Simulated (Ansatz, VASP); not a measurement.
# SiB2: VASP beside Ansatz

```xyz
3
Lattice="3.0195 0.0000 0.0000 0.0000 3.0195 0.0000 0.0000 0.0000 3.2537" Properties=species:S:1:pos:R:3 pbc="T T T"
Si    0.0000    0.0000    1.6268
B     1.5098    1.5098    2.4359
B     1.5098    1.5098    0.8177
```

Alike in both runs: functional PBE; k mesh 6 × 6 × 6; occupations gaussian, width 0.1 eV; no spin polarisation.

Ansatz relaxed the structure, and its values are those at the end. VASP's run is a single point on that final structure, the one shown.

```csv
,VASP,Ansatz
version,VASP 6.6.1,Ansatz 0.2.0
potentials or method,"VASP PAW PBE potentials, release 64 (Si, B), cutoff 520 eV","scalar-relativistic, plane waves, PAW"
valence electrons in the cell,10,10
```

Ansatz gave:

```
gap on the k mesh at the Fermi level (eV) : none
pressure (GPa)                            : 0.0
rms of the force components (eV/Å)        : 0.010
```

**Question.** Estimate VASP's values.

**Answer.** gap on the k mesh at the Fermi level (eV): none; pressure (GPa): 0.0; rms of the force components (eV/Å): 0.015.

A gap of «none» marks a metal or a gap that the smearing closes. The functional is the same, so the differences come from potentials, cutoffs and numerics.
